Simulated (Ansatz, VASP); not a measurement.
Given: the input of a run of VASP 6.6.1 on TePb.

The input INCAR:

```
SYSTEM = TePb
PREC = Accurate
ENCUT = 600
EDIFF = 1E-6
ISMEAR = -1
SIGMA = 0.05
LREAL = .False.
LASPH = .True.
NELM = 100
ALGO = Normal
ISIF = 3
LWAVE = .False.
LCHARG = .False.
GGA = PE
IVDW = 12
IBRION = 2
NSW = 60
EDIFFG = -0.01
```

KPOINTS

```
regular mesh
0
Gamma
  7 7 7
  0 0 0
```

POSCAR

```
TePb
1.0
    4.0022870000      0.0000000000      0.0000000000
    0.0000000000      4.0022870000      0.0000000000
    0.0000000000      0.0000000000      4.0022870000
Pb Te
1 1
Direct
    0.0000000000      0.0000000000      0.0000000000
    0.5000000000      0.5000000000      0.5000000000
```

Potentials or basis: VASP PAW PBE potentials, release 64 (Pb_d, Te).

The run is started by

```bash
$ cat potpaw_PBE.64/Pb_d/POTCAR potpaw_PBE.64/Te/POTCAR > POTCAR
$ mpirun -np 1 vasp_std > vasp.out
```

Set up the same calculation for Ansatz 0.2.0. Potentials there: Ansatz PAW.

As run (the cutoff follows the program's own potentials):

The input input.yaml:

```yaml
crystal:
  lattice:
    - [4.002287, 0.0, 0.0]
    - [0.0, 4.002287, 0.0]
    - [0.0, 0.0, 4.002287]
  atoms:
    - { symbol: Pb, position: [0.0, 0.0, 0.0] }
    - { symbol: Te, position: [0.5, 0.5, 0.5] }
hamiltonian:
  xc: pbe
  pseudopotentials: { kind: paw }
  dispersion: d3bj
kpoints:
  mp_grid: { grid: [7, 7, 7] }
scf:
  occupations: { method: fermi_dirac, width: 0.05 }
output:
  forces: true
  stress: true
relax:
  f_tol: 0.01
  max_steps: 40
  cell: { stress_tol: 0.05 }
```

Potentials or basis: Ansatz PAW.

The run is started by

```sh
$ ansatz run input.yaml --threads 2 --pin off --max-ram 5632MiB --backend cpu --events-out ev --progress --plain --runs-dir out
```

Both were run:

|  | VASP | Ansatz | Ansatz less VASP |
| --- | --- | --- | --- |
| relaxed volume (Å³/atom) | 30.47 | 30.44 | -0.028 |
| relaxed cell length with the largest relative difference (Å) | 3.935 | 3.934 | -0.0012 |

VASP's potentials hold 20 valence electrons a cell and Ansatz's 30, so a difference there can come from the potentials and not from the codes.

Spin-orbit coupling is off throughout. Noted on Ansatz's run: the plane-wave basis is chosen anew once the cell has moved, so the energies of steps on either side of that aren't comparable.
